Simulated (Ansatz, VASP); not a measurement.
**Two plane-wave programs on SnO2**

Contents of INCAR:

```
PREC = Accurate ; ENCUT = 520
EDIFF = 1E-6 ; ISMEAR = 0
SIGMA = 0.05 ; LREAL = False
LASPH = True ; NELM = 80
ALGO = Normal ; ISIF = 2
LWAVE = False ; LCHARG = True
GGA = PS ; LELF = True
LVHAR = True ; NBANDS = 20
```

Contents of KPOINTS:

```
Automatic mesh
0
Gamma
  12 12 12
```

The input POSCAR:

```
SnO2
1.0
    1.6334330255      0.9430629970      4.4873826809
   -1.6334330255      0.9430629970      4.4873826809
    0.0000000000     -1.8861259940      4.4873826809
Sn O
1 2
Direct
    0.5000000000      0.5000000000      0.5000000000
    0.2604838868      0.2604838868      0.2604838868
    0.7395161132      0.7395161132      0.7395161132
```

Input for Ansatz:

```yaml
crystal:
  lattice:
    - [1.6334330255, 0.943062997, 4.4873826809]
    - [-1.6334330255, 0.943062997, 4.4873826809]
    - [0.0, -1.886125994, 4.4873826809]
  atoms:
    - { symbol: Sn, position: [0.5, 0.5, 0.5] }
    - { symbol: O, position: [0.2604838868, 0.2604838868, 0.2604838868] }
    - { symbol: O, position: [0.7395161132, 0.7395161132, 0.7395161132] }
basis:
  ecutwfc: 520.0
kpoints:
  mp_grid: { grid: [12, 12, 12] }
hamiltonian:
  xc: pbesol
  pseudopotentials: { kind: paw, azcp: { folder: soft_1 } }
scf:
  occupations: { method: gaussian, width: 0.05 }
output:
  forces: true
  stress: true
  eigenvalues: true
  write_density: true
  write_potential: true
  elf: true
  volumetric_format: npy
```

Alike in both runs: task single point; functional PBEsol; k mesh 12 × 12 × 12; occupations gaussian, width 0.05 eV; no spin polarisation.

|  | VASP | Ansatz |
| --- | --- | --- |
| version | VASP 6.6.1 | Ansatz 0.2.0 |
| potentials or method | VASP PAW PBE potentials, release 64 (Sn_d, O), cutoff 520 eV | scalar-relativistic, plane waves, PAW |
| valence electrons in the cell | 26 | 26 |

VASP gave:

```
gap on the k mesh at the Fermi level (eV)                     : 0.68
least direct gap on the mesh (eV)                             : 0.74
pressure (GPa)                                                : -20.1
traceless stress, the component that is largest in VASP (GPa) : -7.93
rms of the force components (eV/Å)                            : 1.581
```

Task: Which values does Ansatz return?

Result: gap on the k mesh at the Fermi level (eV): 0.70; least direct gap on the mesh (eV): 0.77; pressure (GPa): -20.4; traceless stress, the component that is largest in VASP (GPa): -7.78; rms of the force components (eV/Å): 1.604.

VASP's potentials were made for PBE, not for PBEsol, and Ansatz warns of the same on its side. Atom by atom the forces differ by 0.024 eV/Å (rms over components).
